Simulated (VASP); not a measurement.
# Ag (Fm-3m) in VASP: further runs

The runs below take Ag through single point, with revPBE, pbe exchange, lyp correlation, B3LYP5.

Everything below comes from runs of VASP 6.6.1. Logs are shortened: lines on timing, memory, paths and dates and some standing lists are left out, and cuts for length are marked.

## 1. The cell of the first run

It takes space group Fm-3m (No. 225, cubic). Conventional cell: a = 4.085 Å, b = 4.085 Å, c = 4.085 Å, α = 90.00°, β = 90.00°, γ = 90.00°. Ag (site symmetry m-3m) has 12 Ag at 2.89 Å within 3.8 Å.

## 2. Single point, revPBE

INCAR

```
SYSTEM = Ag
  PREC = Accurate
  ENCUT = 500
  EDIFF = 1E-6
  ISMEAR = 0
  SIGMA = 0.1
  LREAL = .False.
  LASPH = .True.
  NELM = 120
  ALGO = Normal
  ISIF = 2
  LWAVE = .False.
  LCHARG = .False.
  GGA = RE
  NBANDS = 12
  GGA_COMPAT = .False.
```

KPOINTS

```
regular mesh
0
Gamma
  11 11 11
  0 0 0
```

POSCAR

```
Ag
1.0
    0.0000000000      2.0427500000      2.0427500000
    2.0427500000      0.0000000000      2.0427500000
    2.0427500000      2.0427500000      0.0000000000
Ag
1
Direct
    0.0000000000      0.0000000000      0.0000000000
```

Potentials or basis: VASP PAW PBE potentials, release 64 (Ag).

On the command line:

```
> cat potpaw_PBE.64/Ag/POTCAR > POTCAR
> mpirun -np 1 vasp_std > vasp.out
```

OUTCAR:

```text
SYSTEM = Ag
   PREC = Accurate
   ENCUT = 500
   EDIFF = 1E-6
   ISMEAR = 0
   LREAL = .False.
   LASPH = .True.
   NELM = 120
   ISIF = 2
   GGA = RE

 ion  position               nearest neighbor table
   1  0.000  0.000  0.000-

  LATTYP: Found a face centered cubic cell.
 ALAT       =     4.0855000000

  Lattice vectors:

 A1 = (   0.0000000000,   2.0427500000,   2.0427500000)
 A2 = (   2.0427500000,   0.0000000000,   2.0427500000)
 A3 = (   2.0427500000,   2.0427500000,   0.0000000000)

Analysis of symmetry for initial positions (statically):
=====================================================================
 Subroutine PRICEL returns:
 Original cell was already a primitive cell.

 Routine SETGRP: Setting up the symmetry group for a
 face centered cubic supercell.

 Subroutine GETGRP returns: Found 48 space group operations
 (whereof 48 operations were pure point group operations)
 out of a pool of 48 trial point group operations.

The static configuration has the point symmetry O_h .

Analysis of symmetry for dynamics (positions and initial velocities):
=====================================================================
 Subroutine PRICEL returns:
 Original cell was already a primitive cell.

 Routine SETGRP: Setting up the symmetry group for a
 face centered cubic supercell.

 Subroutine GETGRP returns: Found 48 space group operations
 (whereof 48 operations were pure point group operations)
 out of a pool of 48 trial point group operations.

The dynamic configuration has the point symmetry O_h .

 Subroutine INISYM returns: Found 48 space group operations
 (whereof 48 operations are pure point group operations),
 and found     1 'primitive' translations

----------------------------------------------------------------------------------------

                                     Primitive cell

  volume of cell :      17.0481

  direct lattice vectors                    reciprocal lattice vectors
     0.000000000  2.042750000  2.042750000    -0.244768082  0.244768082  0.244768082
     2.042750000  0.000000000  2.042750000     0.244768082 -0.244768082  0.244768082
     2.042750000  2.042750000  0.000000000     0.244768082  0.244768082 -0.244768082

  length of vectors
     2.888884755  2.888884755  2.888884755     0.423950755  0.423950755  0.423950755

  position of ions in fractional coordinates (direct lattice)
     0.000000000  0.000000000  0.000000000

  ion indices of the primitive-cell ions
   primitive index   ion index
                 1           1

----------------------------------------------------------------------------------------

 KPOINTS: regular mesh

Automatic generation of k-mesh.
 Grid dimensions read from file:
 generate k-points for:   11   11   11

 Generating k-lattice:

  Cartesian coordinates                     Fractional coordinates (reciprocal lattice)
    -0.022251644  0.022251644  0.022251644     0.090909091  0.000000000  0.000000000
     0.022251644 -0.022251644  0.022251644     0.000000000  0.090909091  0.000000000
     0.022251644  0.022251644 -0.022251644     0.000000000  0.000000000  0.090909091

  Length of vectors
     0.038540978  0.038540978  0.038540978

  Shift w.r.t. Gamma in fractional coordinates (k-lattice)
     0.000000000  0.000000000  0.000000000

 Subroutine IBZKPT returns following result:
 ===========================================

 Found     56 irreducible k-points:

 Following reciprocal coordinates:
            Coordinates               Weight
  0.000000  0.000000  0.000000      1.000000
  0.090909  0.000000  0.000000      8.000000
  0.181818  0.000000  0.000000      8.000000
  0.272727  0.000000  0.000000      8.000000
  0.363636  0.000000  0.000000      8.000000
  0.454545  0.000000  0.000000      8.000000
[... 16 lines left out ...]
 -0.272727  0.181818  0.000000     24.000000
 -0.181818  0.181818  0.000000     12.000000
 [... further k-points ...]
   k-points           NKPTS =     56   k-points in BZ     NKDIM =     56   number of bands    NBANDS=     12
   number of dos      NEDOS =    301   number of ions     NIONS =      1
   total plane-waves  NPLWV =  13824
   dimension x,y,z NGX =    24 NGY =   24 NGZ =   24
   dimension x,y,z NGXF=    48 NGYF=   48 NGZF=   48
   ions per type =               1
   NGX,Y,Z   is equivalent  to a cutoff of  13.81, 13.81, 13.81 a.u.
   NGXF,Y,Z  is equivalent  to a cutoff of  27.62, 27.62, 27.62 a.u.
 SYSTEM =  Ag
   PREC   = accura    normal or accurate (medium, high low for compatibility)
   ISTART =      0    job   : 0-new  1-cont  2-samecut
   ICHARG =      2    charge: 1-file 2-atom 10-const
   ISPIN  =      1    spin polarized calculation?
   LNONCOLLINEAR =      F non collinear calculations
   LSORBIT =      F    spin-orbit coupling
   LASPH  =      T    aspherical Exc in radial PAW
   ENCUT  =  500.0 eV  36.75 Ry    6.06 a.u.   5.27  5.27  5.27*2*pi/ulx,y,z
   NELM   =    120;   NELMIN=  2; NELMDL= -5     # of ELM steps
   EDIFF  = 0.1E-05   stopping-criterion for ELM
   LREAL  =      F    real-space projection
   EDIFFG = 0.1E-04   stopping-criterion for IOM
   NSW    =      0    number of steps for IOM
   IBRION =     -1    ionic relax: 0-MD 1-quasi-New 2-CG
   NFREE  =      0    steps in history (QN), initial steepest desc. (CG)
   ISIF   =      2    stress and relaxation
   ISYM   =      2    0-nonsym 1-usesym 2-fastsym
   POTIM  = 0.5000    time-step for ionic-motion
   TEBEG  =    0.0;   TEEND  =   0.0 temperature during run
   PSTRESS=    0.0 pullay stress
   NELECT =      11.0000    total number of electrons
   NUPDOWN=      -1.0000    fix difference up-down
   EMIN   =  10.00;   EMAX   =-10.00  energy-range for DOS
   EFERMI =   0.00;   METHOD = LEGACY
   ISMEAR =     0;   SIGMA  =   0.10  broadening in eV -4-tet -1-fermi 0-gaus
   EFERMI_NEDOS =   21; number of points for ismear=-14 and -15
   IALGO  =     38    algorithm
   IMIX   =      4    mixing-type and parameters
     AMIX     =   0.40;   BMIX     =  1.00
     AMIX_MAG =   1.60;   BMIX_MAG =  1.00
  volume/ion in A,a.u.               =      17.05       115.05
  Fermi-wavevector in a.u.,A,eV,Ry     =   1.414644  2.673290 27.228221  2.001218
  Thomas-Fermi vector in A             =   2.536165
   LORBIT       =      0    0 simple, 1 ext, 2 COOP (PROOUT), +10 PAW based schemes
   GGA     = RE    functional components
   LHFCALC =     F    Hartree Fock is set to
   AEXX    =    0.0000 exact exchange contribution
   IVDW    =     0    specifies the selected vdW correction
   LEPSILON=     F    determine dielectric tensor
   LRPA    =     F    only Hartree local field effects (RPA)
 non-spin polarized calculation
 Gauss-broadening in eV      SIGMA  =   0.10
  energy-cutoff  :      500.00
  volume of cell :       17.05
 maximum number of plane-waves:       444
 NGX is ok and might be reduce to    24
   NGX = 11   NGY = 11   NGZ = 11

 number of electron      10.9999999 magnetization

 Free energy of the ion-electron system (eV)
  ---------------------------------------------------
  ext. energy  EPLUGINS =         0.00000000
  ---------------------------------------------------
  free energy    TOTEN  =        -2.26950643 eV

  energy without entropy =       -2.26763627  energy(sigma->0) =       -2.26857135

 E-fermi :   8.7988     XC(G=0): -12.1175

 val. band max:        8.7532790883   @ k =  -0.4545   0.0909   0.0000
 cond. band min:       8.8517359765   @ k =   0.4545   0.3636   0.0000
 fundamental gap:      0.0984568882
 Fermi energy:         8.7988097602

 k-point     1 :       0.0000    0.0000    0.0000
  band No.  band energies     occupation
      1       0.7874      2.00000
      2       3.7045      2.00000
      3       3.7045      2.00000
      4       3.7045      2.00000
      5       4.7333      2.00000
      6       4.7333      2.00000
      7      24.5464      0.00000
      8      28.1550      0.00000
      9      28.1550      0.00000
     10      28.1550      0.00000
     11      32.9098      0.00000
     12      34.0914      0.00000

 k-point     2 :       0.0909    0.0000    0.0000
  band No.  band energies     occupation
      1       1.0425      2.00000
      2       3.6499      2.00000
      3       3.7725      2.00000
      4       3.7725      2.00000
      5       4.7093      2.00000
      6       4.7093      2.00000
      7      24.5100      0.00000
      8      26.3587      0.00000
      9      28.2558      0.00000
     10      28.2558      0.00000
     11      32.5590      0.00000
     12      33.7585      0.00000

 k-point     3 :       0.1818    0.0000    0.0000
  band No.  band energies     occupation
      1       1.7042      2.00000
      2       3.6193      2.00000
      3       3.8945      2.00000
      4       3.8945      2.00000
      5       4.7187      2.00000
      6       4.7187      2.00000
      7      22.2908      0.00000
      8      25.4118      0.00000
      9      28.3877      0.00000
     10      28.3877      0.00000
     11      31.3612      0.00000
     12      32.6769      0.00000

 k-point     4 :       0.2727    0.0000    0.0000
  band No.  band energies     occupation
      1       2.2218      2.00000
      2       3.8860      2.00000
      3       3.8860      2.00000
      4       4.2203      2.00000
      5       4.9303      2.00000
      6       4.9303      2.00000
      7      18.8098      0.00000
      8      24.9788      0.00000
      9      28.0660      0.00000
     10      28.0660      0.00000
     11      31.6650      0.00000
     12      31.6700      0.00000

 k-point     5 :       0.3636    0.0000    0.0000
  band No.  band energies     occupation
      1       2.2250      2.00000
      2       3.7763      2.00000
      3       3.7763      2.00000
      4       5.2612      2.00000
      5       5.2612      2.00000
      6       5.8295      2.00000
      7      15.4250      0.00000
      8      24.2842      0.00000
      9      27.2045      0.00000
     10      27.2045      0.00000
     11      31.3770      0.00000
     12      31.3770      0.00000
[... 228 lines left out ...]
      1       2.5794      2.00000
      2       3.4044      2.00000
      3       4.1265      2.00000
      4       4.3759      2.00000
      5       5.4942      2.00000
      6      10.1115      0.00000
      7      12.4547      0.00000
      8      21.1489      0.00000
      9      24.0596      0.00000
     10      24.9047      0.00000
     11      33.5484      0.00000
     12      33.5892      0.00000

 k-point    22 :      -0.3636    0.1818    0.0000
  band No.  band energies     occupation
      1       2.6901      2.00000
      2       3.4559      2.00000
      3       4.1120      2.00000
      4       4.3406      2.00000
      5       5.1903      2.00000
      6       8.9599      0.02275
      7      14.0399      0.00000
      8      20.5032      0.00000
      9      25.1195      0.00000
     10      25.4549      0.00000
     11      32.4467      0.00000
     12      33.3287      0.00000

 k-point    23 :      -0.2727    0.1818    0.0000
  band No.  band energies     occupation
      1       2.8723      2.00000
      2       3.5306      2.00000
      3       3.9704      2.00000
      4       4.1872      2.00000
      5       4.7522      2.00000
      6       7.1624      2.00000
      7      17.2110      0.00000
      8      20.3769      0.00000
      9      25.8814      0.00000
     10      27.4398      0.00000
     11      30.7050      0.00000
     12      33.2854      0.00000

 k-point    24 :      -0.1818    0.1818    0.0000
  band No.  band energies     occupation
      1       2.8074      2.00000
      2       3.3060      2.00000
      3       3.9211      2.00000
      4       4.3156      2.00000
      5       4.3459      2.00000
      6       5.8880      2.00000
      7      20.4827      0.00000
      8      20.8821      0.00000
      9      27.1661      0.00000
     10      28.9690      0.00000
     11      29.6701      0.00000
     12      33.2083      0.00000

 [... further k-points ...]

------------------------ aborting loop because EDIFF is reached ----------------------------------------

  FORCE on cell =-STRESS in cart. coord.  units (eV):
  Direction    XX          YY          ZZ          XY          YZ          ZX
  --------------------------------------------------------------------------------------
  -------------------------------------------------------------------------------------
  Total        0.7711859      0.7711859      0.7711859      0.0000000     -0.0000000      0.0000000
  in kB       72.4759623     72.4759623     72.4759623      0.0000000     -0.0000000      0.0000000
  external PRESSURE =      72.4759623 kB  Pullay stress =       0.0000000 kB

 VOLUME and BASIS-vectors are now :
 -----------------------------------------------------------------------------
  energy-cutoff  :      500.00
  volume of cell :       17.05
      direct lattice vectors                 reciprocal lattice vectors
     0.000000000  2.042750000  2.042750000    -0.244768082  0.244768082  0.244768082
     2.042750000  0.000000000  2.042750000     0.244768082 -0.244768082  0.244768082
     2.042750000  2.042750000  0.000000000     0.244768082  0.244768082 -0.244768082

 POSITION                                       TOTAL-FORCE (eV/Angst)
 -----------------------------------------------------------------------------------
      0.00000      0.00000      0.00000         0.000000      0.000000      0.000000
 -----------------------------------------------------------------------------------
    total drift:                               -0.000000      0.000000      0.000000

  FREE ENERGIE OF THE ION-ELECTRON SYSTEM (eV)
  ---------------------------------------------------
  free  energy   TOTEN  =        -2.2695064270 eV

  energy  without entropy=       -2.2676362674  energy(sigma->0) =       -2.26857135
```

Wall time 4.6 s (1 thread of AMD EPYC 9R45 (Zen 5), shared host); peak memory 0.11 GiB.

Results:

```yaml
Free_energy: -2.2695 eV
Pressure: 7.2 GPa
Band_gap_on_the_k_mesh: zero (an odd number of electrons rules out a gap without spin polarisation)
```

Caveat: the cell stands under pressure; the PAW data sets were made with another functional, which shifts forces and pressure a little.

## 3. Single point, pbe exchange, lyp correlation (17.73 Å³/atom)

This run uses another cell than the first one, of 17.73 Å³/atom.

INCAR

```
SYSTEM = Ag
PREC = Accurate
ENCUT = 500
EDIFF = 1E-6
ISMEAR = -1
SIGMA = 0.15
LREAL = .False.
LASPH = .True.
NELM = 120
ALGO = Normal
ISIF = 2
LWAVE = .False.
LCHARG = .False.
GGA = LIBXC
LIBXC1 = GGA_X_PBE
LIBXC2 = GGA_C_LYP
NBANDS = 12
GGA_COMPAT = .False.
```

KPOINTS

```
Automatic mesh
0
Gamma
  11 11 11
  0 0 0
```

POSCAR

```
Ag
1.0
    0.0000000000      2.0696313700      2.0696313700
    2.0696313700      0.0000000000      2.0696313700
    2.0696313700      2.0696313700      0.0000000000
Ag
1
Direct
    0.0000000000      0.0000000000      0.0000000000
```

Potentials or basis: VASP PAW PBE potentials, release 64 (Ag).

On the command line:

```
> cat potpaw_PBE.64/Ag/POTCAR > POTCAR
> mpirun -np 1 vasp_std > vasp.out
```

It took 4.8 s on 1 thread of AMD EPYC 9R45 (Zen 5), shared host; peak memory 0.11 GiB.

Results (log left out):

```
Free energy            : -2.1840 eV
Pressure               : 7.5 GPa
Band gap on the k mesh : zero (an odd number of electrons rules out a gap without spin polarisation)
```

Levels at points of the mesh, in eV from the Fermi level:
```tsv
k point	band 3	band 4	band 5	band 6	band 7	band 8	band 9	band 10
(0.00, 0.00, 0.00)	-4.95	-4.95	-4.00	-4.00	15.98	19.11	19.11	19.11
```

Caveat: the cell stands under pressure; the PAW data sets were made with another functional, which shifts forces and pressure a little.

## 4. Single point, B3LYP5

This run uses another cell than the first one, of 16.03 Å³/atom.

POSCAR

```
Ag
1.0
    0.0000000000      2.0010495236      2.0010495236
    2.0010495236      0.0000000000      2.0010495236
    2.0010495236      2.0010495236      0.0000000000
Ag
1
Direct
    0.0000000000      0.0000000000      0.0000000000
```

INCAR.step1

```
PREC = Accurate
ENCUT = 520
EDIFF = 1E-5
ISMEAR = -1
SIGMA = 0.05
LREAL = False
LASPH = True
NELM = 60
ALGO = Normal
ISIF = 2
LWAVE = True
LCHARG = False
NBANDS = 12
GGA = PE
```

INCAR.step2

```
PREC = Accurate
ENCUT = 520
EDIFF = 1E-6
ISMEAR = -1
SIGMA = 0.05
LREAL = False
LASPH = True
NELM = 60
ALGO = Normal
ISIF = 2
LWAVE = False
LCHARG = False
GGA = B5
LHFCALC = True
AEXX = 0.2
AGGAX = 0.72
AGGAC = 0.81
ALDAC = 0.19
PRECFOCK = Normal
NBANDS = 12
ISTART = 1
```

KPOINTS

```
regular mesh
0
Gamma
  6 6 6
```

On the command line:

```
> cat potpaw_PBE.64/Ag/POTCAR > POTCAR
> cp INCAR.step1 INCAR
> mpirun -np 1 vasp_std > vasp.out
> cp INCAR.step2 INCAR
> mpirun -np 1 vasp_std > vasp.out
```

It took 15 min on 1 thread of Intel Xeon 8259CL, shared host; peak memory 0.12 GiB.

It converged, with:

- Free energy: -2.2183 eV
- Pressure: 20.4 GPa
- Band gap on the k mesh: zero (an odd number of electrons rules out a gap without spin polarisation)

Levels at points of the mesh, in eV from the Fermi level:
```tsv
k point	band 3	band 4	band 5	band 6	band 7	band 8	band 9	band 10
(0.00, 0.00, 0.00)	-6.26	-6.26	-5.07	-5.07	17.78	21.70	21.70	21.70
(0.50, 0.00, 0.00)	-6.30	-4.07	-4.07	-0.43	4.94	17.00	20.07	20.07
(0.50, 0.50, 0.00)	-4.15	-3.79	-3.79	2.46	8.50	12.35	12.35	19.74
```

Caveat: the k points lie up to 0.45 Å⁻¹ apart, too coarse for converged energies and pressures of a metal; the PAW data sets were made with another functional, which shifts forces and pressure a little.

## 5. Single point, B3LYP5

This run uses another cell than the first one, of 16.37 Å³/atom.

POSCAR

```
Ag
1.0
    0.0000000000      2.0151418859      2.0151418859
    2.0151418859      0.0000000000      2.0151418859
    2.0151418859      2.0151418859      0.0000000000
Ag
1
Direct
    0.0000000000      0.0000000000      0.0000000000
```

INCAR.step1

```
SYSTEM = Ag
PREC = Accurate
ENCUT = 520
EDIFF = 1E-5
ISMEAR = -1
SIGMA = 0.05
LREAL = .FALSE.
LASPH = .TRUE.
NELM = 60
ALGO = Normal
ISIF = 2
LWAVE = .TRUE.
LCHARG = .FALSE.
GGA = PE
NBANDS = 12
```

INCAR.step2

```
SYSTEM = Ag
PREC = Accurate
ENCUT = 520
EDIFF = 1E-6
ISMEAR = -1
SIGMA = 0.05
LREAL = .FALSE.
LASPH = .TRUE.
NELM = 60
ALGO = Normal
ISIF = 2
LWAVE = .FALSE.
LCHARG = .FALSE.
GGA = B5
LHFCALC = .TRUE.
AEXX = 0.2
AGGAX = 0.72
AGGAC = 0.81
ALDAC = 0.19
PRECFOCK = Normal
ISTART = 1
NBANDS = 12
```

KPOINTS

```
regular mesh
0
G
  6 6 6
  0 0 0
```

On the command line:

```
> cat potpaw_PBE.64/Ag/POTCAR > POTCAR
> cp INCAR.step1 INCAR
> mpirun -np 1 vasp_std > vasp.out
> cp INCAR.step2 INCAR
> mpirun -np 1 vasp_std > vasp.out
```

Run time: 13 min. Hardware: 1 thread of Intel Xeon 8259CL, shared host; peak memory 0.12 GiB.

It converged, with:

```
Free energy            : -2.2583 eV
Pressure               : 16.9 GPa
Band gap on the k mesh : zero (an odd number of electrons rules out a gap without spin polarisation)
```

Levels at points of the mesh, in eV from the Fermi level:
```csv
k point,band 3,band 4,band 5,band 6,band 7,band 8,band 9,band 10
"(0.00, 0.00, 0.00)",-6.16,-6.16,-5.02,-5.02,17.75,21.54,21.54,21.54
"(0.50, 0.00, 0.00)",-6.19,-4.04,-4.04,-0.34,4.82,16.97,19.85,19.85
"(0.50, 0.50, 0.00)",-4.12,-3.78,-3.78,2.49,8.33,12.25,12.25,19.48
```

Caveat: the k points lie up to 0.45 Å⁻¹ apart, too coarse for converged energies and pressures of a metal; the PAW data sets were made with another functional, which shifts forces and pressure a little.

## 6. Summary

| level | cell | k mesh | cutoff (eV) | smearing | grid for exact exchange (PRECFOCK) | share of exact exchange | gap on the mesh (eV) | pressure (GPa) |
| --- | --- | --- | --- | --- | --- | --- | --- | --- |
| revPBE | a = 2.889 Å, angles 60.0°, 1 atom | 11 × 11 × 11 | 500 | gaussian 0.1 eV | - | - | none | 7.2 |
| pbe exchange, lyp correlation | a = 2.927 Å, angles 60.0°, 1 atom | 11 × 11 × 11 | 500 | fermi-dirac 0.15 eV | - | - | none | 7.5 |
| B3LYP5 | a = 2.830 Å, angles 60.0°, 1 atom | 6 × 6 × 6 | 520 | fermi-dirac 0.05 eV | Normal | 0.2 | none | 20.4 |
| B3LYP5 | a = 2.850 Å, angles 60.0°, 1 atom | 6 × 6 × 6 | 520 | fermi-dirac 0.05 eV | Normal | 0.2 | none | 16.9 |

Alike in all rows: task single point; potentials or basis VASP PAW PBE potentials, release 64 (Ag); no spin polarisation.

Caveats: some runs use coarse meshes; the PAW data sets were made with another functional, which shifts forces and pressure a little; the cell stands under pressure (at least some runs).

Absolute energies hang on the potentials; compare differences alone.

The gap in the log of VASP goes by the Fermi energy; the results here count the filled bands.